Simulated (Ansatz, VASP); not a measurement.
Si: VASP beside Ansatz

INCAR

```
PREC = Accurate
ENCUT = 520
EDIFF = 1E-7
ISMEAR = 0
SIGMA = 0.05
LREAL = False
LASPH = True
NELM = 100
ALGO = Fast
ISIF = 2
LWAVE = False
LCHARG = False
GGA = PS
NBANDS = 36
```

The input KPOINTS:

```
regular mesh
0
Gamma
  10 10 4
```

File POSCAR:

```
Si
1.0
    2.6374812789     -6.0735886502      0.0000000000
    1.5679480477      5.6912768932      0.0000000000
    0.0000000000      0.0000000000     12.6538471797
Si
12
Direct
    0.7570405043      0.2429594957      0.9450993343
    0.2429594957      0.7570405043      0.0549006657
    0.7570405043      0.2429594957      0.5549006657
    0.2429594957      0.7570405043      0.4450993343
    0.4286865207      0.5713134793      0.1572242050
    0.5713134793      0.4286865207      0.8427757950
    0.4286865207      0.5713134793      0.3427757950
    0.5713134793      0.4286865207      0.6572242050
    0.9712162890      0.0287837110      0.9093716909
    0.0287837110      0.9712162890      0.0906283091
    0.9712162890      0.0287837110      0.5906283091
    0.0287837110      0.9712162890      0.4093716909
```

Input for Ansatz:

```yaml
crystal:
  lattice:
    - [2.6374812789, -6.0735886502, 0.0]
    - [1.5679480477, 5.6912768932, 0.0]
    - [0.0, 0.0, 12.6538471797]
  atoms:
    - { symbol: Si, position: [0.7570405043, 0.2429594957, 0.9450993343] }
    - { symbol: Si, position: [0.2429594957, 0.7570405043, 0.0549006657] }
    - { symbol: Si, position: [0.7570405043, 0.2429594957, 0.5549006657] }
    - { symbol: Si, position: [0.2429594957, 0.7570405043, 0.4450993343] }
    - { symbol: Si, position: [0.4286865207, 0.5713134793, 0.157224205] }
    - { symbol: Si, position: [0.5713134793, 0.4286865207, 0.842775795] }
    - { symbol: Si, position: [0.4286865207, 0.5713134793, 0.342775795] }
    - { symbol: Si, position: [0.5713134793, 0.4286865207, 0.657224205] }
    - { symbol: Si, position: [0.971216289, 0.028783711, 0.9093716909] }
    - { symbol: Si, position: [0.028783711, 0.971216289, 0.0906283091] }
    - { symbol: Si, position: [0.971216289, 0.028783711, 0.5906283091] }
    - { symbol: Si, position: [0.028783711, 0.971216289, 0.4093716909] }
basis:
  ecutwfc: 420
kpoints:
  mp_grid: { grid: [10, 10, 4] }
hamiltonian:
  xc: pbesol
  pseudopotentials: { kind: paw, azcp: { folder: soft_1 } }
scf:
  occupations: { method: gaussian, width: 0.05 }
output:
  forces: true
  stress: true
  eigenvalues: true
```

Change from the starting cell: engineering shear strain xy -0.2000, equal normal strain along x and y +0.1000.

Alike in both runs: task single point; functional PBEsol; k mesh 10 × 10 × 4; occupations gaussian, width 0.05 eV; no spin polarisation.

```csv
,VASP,Ansatz
version,VASP 6.6.1,Ansatz 0.2.0
potentials or method,"VASP PAW PBE potentials, release 64 (Si), cutoff 520 eV","scalar-relativistic, plane waves, PAW"
valence electrons in the cell,48,48
```

Ansatz gave:

| Property | Result |
| --- | --- |
| gap on the k mesh at the Fermi level (eV) | none |
| pressure (GPa) | -9.5 |
| traceless stress, the component that is largest in VASP (GPa) | 8.00 |
| rms of the force components (eV/Å) | 0.291 |

Q: What did VASP give for the same quantities?

A: gap on the k mesh at the Fermi level (eV): none; pressure (GPa): -9.4; traceless stress, the component that is largest in VASP (GPa): 8.01; rms of the force components (eV/Å): 0.293.

VASP's potentials were made for PBE, not for PBEsol, and Ansatz warns of the same on its side. Atom by atom the forces differ by 0.004 eV/Å (rms over components). A gap of «none» marks a metal or a gap that the smearing closes.
